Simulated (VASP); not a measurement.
Wanted: the native input for a VASP 6.6.1 run.

| Item | Value |
| --- | --- |
| Task | single point |
| Functional | PBE |
| Potentials or basis | VASP PAW PBE potentials, release 64 (Ni) |
| Cutoff | 520 eV |
| k mesh | 12 × 7 × 10 |
| Occupations | fermi-dirac, width 0.1 eV |
| Spin | collinear spin, ferromagnetic start |
| Starting moments | [2.0, 2.0] μB |
| Dipole correction | no |
| Further INCAR settings | ALGO = Normal; EDIFF = 1e-06; NBANDS = 21; ISYM = 0 |

The structure of Ni lies in POSCAR:

```
Ni
1.0
    0.0000000000     -1.7584000000     -1.7584000000
   -3.5168000000     -1.7584000000     -1.7584000000
    0.0000000000      1.7584000000     -1.7584000000
Ni
2
Direct
    0.0000000000      0.0000000000      0.0000000000
    0.0000000000      0.5000000000      0.5000000000
```

One way to write it, as run:

INCAR

```
  PREC = Accurate
  ENCUT = 520
  EDIFF = 1E-6
  ISMEAR = -1
  SIGMA = 0.1
  LREAL = False
  LASPH = True
  NELM = 150
  ALGO = Normal
  ISIF = 2
  LWAVE = False
  LCHARG = False
  ISPIN = 2
  MAGMOM = 2 2
  LORBIT = 11
  LMAXMIX = 4
  GGA = PE
  NBANDS = 21
  ISYM = 0
```

KPOINTS

```
Automatic mesh
0
Gamma
  12 7 10
```

Potentials or basis: VASP PAW PBE potentials, release 64 (Ni).

Launch:

```sh
$ cat potpaw_PBE.64/Ni/POTCAR > POTCAR
$ mpirun -np 1 vasp_std > vasp.out
```

It gave:

```json
{
 "Pressure": "0.6 GPa",
 "Net moment": "1.25 μB per cell",
 "Site moments": "Ni +0.64 μB",
 "Valence electrons inside the program's atomic spheres": "Ni 9.31"
}
```

It took 5.9 min on 1 thread of AMD EPYC 7R43 64-Core Processor (Zen 3), on a shared host, peak memory 0.31 GiB.
